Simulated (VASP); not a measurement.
Here is a VASP 6.6.1 calculation.

The input INCAR:

```
ALGO = Normal
EDIFF = 1E-7
ENCUT = 520
GGA = PE
ISIF = 2
ISMEAR = 0
LASPH = T
LCHARG = F
LREAL = F
LWAVE = F
NBANDS = 15
NELM = 80
PREC = Accurate
SIGMA = 0.1
```

File KPOINTS:

```
k-points
0
Gamma
  16 16 16
```

Contents of POSCAR:

```
ZrC
1.0
    0.0000000000      2.3306141875      2.3306141875
    2.3306141875      0.0000000000      2.3306141875
    2.3306141875      2.3306141875      0.0000000000
Zr C
1 1
Direct
    0.5000000000      0.5000000000      0.5000000000
    0.0000000000      0.0000000000      0.0000000000
```

Potentials or basis: VASP PAW PBE potentials, release 64 (Zr_sv, C).

Command:

```console
$ cat potpaw_PBE.64/Zr_sv/POTCAR potpaw_PBE.64/C/POTCAR > POTCAR
$ mpirun -np 1 vasp_std > vasp.out
```

Task: What does it give for the pressure?

Result: 7.4 GPa.

Task: Estimate the band gap on the k mesh.

Result: Zero (band 8 reaches 10.85 eV, above the bottom of band 9 at 9.53 eV).
